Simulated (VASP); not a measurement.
Write the native input for VASP 6.6.1 that does the following.

```
Task                   : single point
Functional             : PBE
Potentials or basis    : VASP PAW PBE potentials, release 64 (Bi_d, H)
Cutoff                 : 520 eV
k mesh                 : 4 × 4 × 4
Occupations            : gaussian, width 0.1 eV
Spin                   : no spin polarisation
Dipole correction      : no
Further INCAR settings : ALGO = Normal; EDIFF = 1e-07; NBANDS = 28
```

The structure of BiH3 lies in POSCAR:

```
BiH3
1.0
    4.5103947400      0.0000000000      0.0000000000
    0.0000000000      4.5103947400      0.0000000000
    0.0000000000      0.0000000000      4.5103947400
Bi H
2 6
Direct
    0.0000000000      0.0000000000      0.0000000000
    0.5000000000      0.5000000000      0.5000000000
    0.2500000000      0.0000000000      0.5000000000
    0.5000000000      0.7500000000      0.0000000000
    0.7500000000      0.0000000000      0.5000000000
    0.5000000000      0.2500000000      0.0000000000
    0.0000000000      0.5000000000      0.7500000000
    0.0000000000      0.5000000000      0.2500000000
```

These files were run (other wordings do the same):

INCAR

```
PREC = Accurate ; ENCUT = 520
EDIFF = 1E-7 ; ISMEAR = 0
SIGMA = 0.1 ; LREAL = False
LASPH = True ; NELM = 100
ALGO = Normal ; ISIF = 2
LWAVE = False ; LCHARG = False
GGA = PE ; NBANDS = 28
```

KPOINTS

```
Automatic mesh
0
Gamma
  4 4 4
```

Potentials or basis: VASP PAW PBE potentials, release 64 (Bi_d, H).

The run is started by

```bash
$ cat potpaw_PBE.64/Bi_d/POTCAR potpaw_PBE.64/H/POTCAR > POTCAR
$ mpirun -np 1 vasp_std > vasp.out
```

It gave:

The pressure is -8.1 GPa and the band gap on the k mesh is zero (band 18 reaches 4.69 eV, above the bottom of band 19 at 4.54 eV).

Caveat: spin-orbit coupling is left out, which moves the levels of the heavy elements.

Run time: 44 s on 1 thread of AMD EPYC 7R43 64-Core Processor (Zen 3), with other jobs on the host, peak memory 0.17 GiB.
